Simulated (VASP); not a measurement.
Here is a VASP 6.6.1 calculation.

Contents of INCAR:

```
SYSTEM = SiO2
PREC     = Accurate       ! precision mode
ENCUT    = 520            ! plane-wave cutoff, eV
EDIFF    = 1E-7           ! SCF threshold, eV
ISMEAR   = -1             ! smearing method
SIGMA    = 0.05           ! smearing width, eV
LREAL    = Auto         
LASPH    = .True.         ! aspherical terms in the spheres
NELM     = 80             ! most SCF steps
ALGO     = Normal         ! electronic algorithm
ISIF     = 2              ! what is computed and relaxed
LWAVE    = .False.        ! write WAVECAR
LCHARG   = .False.        ! write CHGCAR
GGA      = PS             ! functional
NBANDS   = 234            ! bands
```

KPOINTS

```
Automatic mesh
0
Gamma
  1 1 1
  0 0 0
```

The input POSCAR:

```
SiO2
1.0
    8.3886930000      0.0000000000      0.0000000000
    0.0000000000      8.3886930000      0.0000000000
    0.0000000000      0.0000000000      8.0356430000
Si O
24 48
Direct
    0.0000000000      0.0000000000      0.0000000000
    0.0000000000      0.0000000000      0.3333330000
    0.0000000000      0.0000000000      0.6666670000
    0.0000000000      0.5000000000      0.0000000000
    0.0000000000      0.5000000000      0.3333330000
    0.0000000000      0.5000000000      0.6666670000
    0.5000000000      0.0000000000      0.0000000000
    0.5000000000      0.0000000000      0.3333330000
    0.5000000000      0.0000000000      0.6666670000
    0.5000000000      0.5000000000      0.0000000000
    0.5000000000      0.5000000000      0.3333330000
    0.5000000000      0.5000000000      0.6666670000
    0.2500000000      0.2500000000      0.1666670000
    0.2500000000      0.2500000000      0.5000000000
    0.2500000000      0.2500000000      0.8333330000
    0.2500000000      0.7500000000      0.1666670000
    0.2500000000      0.7500000000      0.5000000000
    0.2500000000      0.7500000000      0.8333330000
    0.7500000000      0.2500000000      0.1666670000
    0.7500000000      0.2500000000      0.5000000000
    0.7500000000      0.2500000000      0.8333330000
    0.7500000000      0.7500000000      0.1666670000
    0.7500000000      0.7500000000      0.5000000000
    0.7500000000      0.7500000000      0.8333330000
    0.1530190000      0.1530190000      0.0000000000
    0.1530190000      0.1530190000      0.3333330000
    0.1530190000      0.1530190000      0.6666670000
    0.1530190000      0.6530190000      0.0000000000
    0.1530190000      0.6530190000      0.3333330000
    0.1530190000      0.6530190000      0.6666670000
    0.6530190000      0.1530190000      0.0000000000
    0.6530190000      0.1530190000      0.3333330000
    0.6530190000      0.1530190000      0.6666670000
    0.6530190000      0.6530190000      0.0000000000
    0.6530190000      0.6530190000      0.3333330000
    0.6530190000      0.6530190000      0.6666670000
    0.3469810000      0.3469810000      0.0000000000
    0.3469810000      0.3469810000      0.3333330000
    0.3469810000      0.3469810000      0.6666670000
    0.3469810000      0.8469810000      0.0000000000
    0.3469810000      0.8469810000      0.3333330000
    0.3469810000      0.8469810000      0.6666670000
    0.8469810000      0.3469810000      0.0000000000
    0.8469810000      0.3469810000      0.3333330000
    0.8469810000      0.3469810000      0.6666670000
    0.8469810000      0.8469810000      0.0000000000
    0.8469810000      0.8469810000      0.3333330000
    0.8469810000      0.8469810000      0.6666670000
    0.0969810000      0.4030190000      0.1666670000
    0.0969810000      0.4030190000      0.5000000000
    0.0969810000      0.4030190000      0.8333330000
    0.0969810000      0.9030190000      0.1666670000
    0.0969810000      0.9030190000      0.5000000000
    0.0969810000      0.9030190000      0.8333330000
    0.5969810000      0.4030190000      0.1666670000
    0.5969810000      0.4030190000      0.5000000000
    0.5969810000      0.4030190000      0.8333330000
    0.5969810000      0.9030190000      0.1666670000
    0.5969810000      0.9030190000      0.5000000000
    0.5969810000      0.9030190000      0.8333330000
    0.4030190000      0.0969810000      0.1666670000
    0.4030190000      0.0969810000      0.5000000000
    0.4030190000      0.0969810000      0.8333330000
    0.4030190000      0.5969810000      0.1666670000
    0.4030190000      0.5969810000      0.5000000000
    0.4030190000      0.5969810000      0.8333330000
    0.9030190000      0.0969810000      0.1666670000
    0.9030190000      0.0969810000      0.5000000000
    0.9030190000      0.0969810000      0.8333330000
    0.9030190000      0.5969810000      0.1666670000
    0.9030190000      0.5969810000      0.5000000000
    0.9030190000      0.5969810000      0.8333330000
```

Potentials or basis: VASP PAW PBE potentials, release 64 (Si, O).

Command:

```sh
$ cat potpaw_PBE.64/Si/POTCAR potpaw_PBE.64/O/POTCAR > POTCAR
$ mpirun -np 1 vasp_gam > vasp.out
```

Problem. Estimate the largest force.

Solution. 0.013 eV/Å.

Problem. What does it give for the band gap on the k mesh?

Solution. 5.35 eV.

Stress tensor (GPa, compression positive):
```
-0.48  0.00  0.00
 0.00 -0.48  0.00
 0.00  0.00  3.11
```

Caveat: the k points lie up to 0.78 Å⁻¹ apart; the PAW data sets were made with another functional, which shifts forces and pressure a little; an odd mesh through Γ misses points on the zone boundary, where band edges can lie.
